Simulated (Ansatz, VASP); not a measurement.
# BaMg2N2 in VASP and in Ansatz

```xyz
5
Lattice="5.3657 0.0000 0.0000 -2.6829 4.6469 0.0000 0.0000 0.0000 6.3716" Properties=species:S:1:pos:R:3 pbc="T T T"
Ba    0.0000    0.0000    0.0000
Mg    0.0000    3.0979    3.1858
Mg    2.6829    1.5490    3.1858
N     0.0000    0.0000    2.6055
N     0.0000    0.0000    3.7661
```

Alike in both runs: functional PBE; k mesh 6 × 6 × 2; occupations gaussian, width 0.1 eV; no spin polarisation.

Ansatz relaxed the structure, and its values are those at the end. VASP's run is a single point on that final structure, the one shown.

|  | VASP | Ansatz |
| --- | --- | --- |
| version | VASP 6.6.1 | Ansatz 0.2.0 |
| potentials or method | VASP PAW PBE potentials, release 64 (Ba_sv, Mg_sv, N), cutoff 840 eV | scalar-relativistic, plane waves, PAW |
| valence electrons in the cell | 40 | 40 |

|  | VASP | Ansatz | Ansatz less VASP |
| --- | --- | --- | --- |
| gap on the k mesh at the Fermi level (eV) | none | none | - |
| pressure (GPa) | 0.6 | 0.2 | -0.39 |
| rms of the force components (eV/Å) | 0.213 | 0.005 | -0.2082 |

A gap of «none» marks a metal or a gap that the smearing closes. One of these differences is far larger than is usual between the two programs; its cause wasn't traced. With one functional, cell and mesh, what is left measures potentials, basis and numerics.

The k mesh is coarse, so the values compare programs but aren't converged. Neither program's run includes spin-orbit coupling. Noted on VASP's run: the standard files for N, O and F lose accuracy on very short bonds.
